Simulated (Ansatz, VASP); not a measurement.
# TiO2: VASP beside Ansatz

```
Ti O
1.0
     4.45720    0.00000    0.00000
     0.00000    4.45720    0.00000
     0.00000    0.00000    2.95926
Ti O
2 4
Direct
  0.00000 0.00000 0.00000
  0.50000 0.50000 0.50000
  0.30371 0.30371 0.00000
  0.19629 0.80371 0.50000
  0.69629 0.69629 0.00000
  0.80371 0.19629 0.50000
```

Change from the starting cell: film at in-plane strain -0.02.

Alike in both runs: task single point; functional LDA; k mesh 6 × 6 × 8; no spin polarisation.

```csv
,VASP,Ansatz
version,VASP 6.6.1,Ansatz 0.2.0
potentials or method,"VASP PAW LDA potentials, release 64 (Ti_sv, O), cutoff 520 eV","all-electron LAPW, scalar-relativistic"
occupations,"gaussian, width 0.01 eV",fixed
```

Ansatz gave:

| Property | Result |
| --- | --- |
| gap on the k mesh at the Fermi level (eV) | 1.86 |
| pressure (GPa) | 6.0 |
| traceless stress, the component that is largest in VASP (GPa) | -5.63 |
| rms of the force components (eV/Å) | 0.002 |

Task: Estimate VASP's values.

Result: gap on the k mesh at the Fermi level (eV): 1.84; pressure (GPa): 7.1; traceless stress, the component that is largest in VASP (GPa): -5.42; rms of the force components (eV/Å): 0.010.

LDA's correlation is that of Perdew and Zunger in VASP and of Perdew and Wang (1992) in Ansatz. Atom by atom the forces differ by 0.009 eV/Å (rms over components). Ansatz ran all-electron here, and VASP with PAW potentials. Ansatz's warnings: metallic iterate.
